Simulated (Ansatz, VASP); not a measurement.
**One calculation of Nb, two programs**

File INCAR:

```
  PREC = Accurate
  ENCUT = 500
  EDIFF = 1E-6
  ISMEAR = 1
  SIGMA = 0.01
  LREAL = False
  LASPH = True
  NELM = 200
  ALGO = Normal
  ISIF = 2
  LWAVE = False
  LCHARG = False
  LMAXMIX = 4
  LDAU = True
  LDAUTYPE = 2
  LDAUL = 2
  LDAUU = 4
  LDAUJ = 0
  LDAUPRINT = 1
  GGA = CA
  NBANDS = 12
  GGA_COMPAT = False
```

Contents of KPOINTS:

```
regular mesh
0
Gamma
  11 11 11
```

The input POSCAR:

```
Nb
1.0
   -1.6749698576      1.6749698576      1.6749698576
    1.6749698576     -1.6749698576      1.6749698576
    1.6749698576      1.6749698576     -1.6749698576
Nb
1
Direct
    0.0000000000      0.0000000000      0.0000000000
```

input.yaml

```yaml
crystal:
  lattice:
    - [-1.6749698576, 1.6749698576, 1.6749698576]
    - [1.6749698576, -1.6749698576, 1.6749698576]
    - [1.6749698576, 1.6749698576, -1.6749698576]
  atoms:
    - { symbol: Nb, position: [0.0, 0.0, 0.0] }
kpoints:
  mp_grid: { grid: [11, 11, 11] }
scf:
  occupations: { method: methfessel_paxton, width: 0.01 }
hamiltonian:
  xc: lda
  pseudopotentials: { kind: all_electron, lapw: { basis_error: 0.0005 } }
  hubbard:
    sites: [{ species: Nb, l: d, u_eff: 4 }]
    double_counting: fll
    projectors: ortho-atomic
output:
  forces: true
  stress: true
  eigenvalues: true
  hubbard: {}
```

Change from the starting cell: volume scaled by 1.02.

Alike in both runs: task single point; functional LDA; k mesh 11 × 11 × 11; occupations methfessel-paxton of order 1, width 0.01 eV; no spin polarisation; Hubbard terms Nb d U = 4.0 eV.

|  | VASP | Ansatz |
| --- | --- | --- |
| version | VASP 6.6.1 | Ansatz 0.2.0 |
| potentials or method | VASP PAW LDA potentials, release 64 (Nb_sv), cutoff 500 eV | all-electron LAPW, scalar-relativistic |

```csv
,VASP,Ansatz,Ansatz less VASP
gap on the k mesh at the Fermi level (eV),none,none,-
pressure (GPa),-4.5,-12.3,-7.78
```

LDA's correlation is that of Perdew and Zunger in VASP and of Perdew and Wang (1992) in Ansatz. The programs project onto different local orbitals, so the same U acts differently, and such runs can settle in different states. A gap of «none» marks a metal or a gap that the smearing closes. Ansatz ran all-electron here, and VASP with PAW potentials.

Noted on Ansatz's run: U is the effective U less J, on atomic orbitals that reach past the spheres.
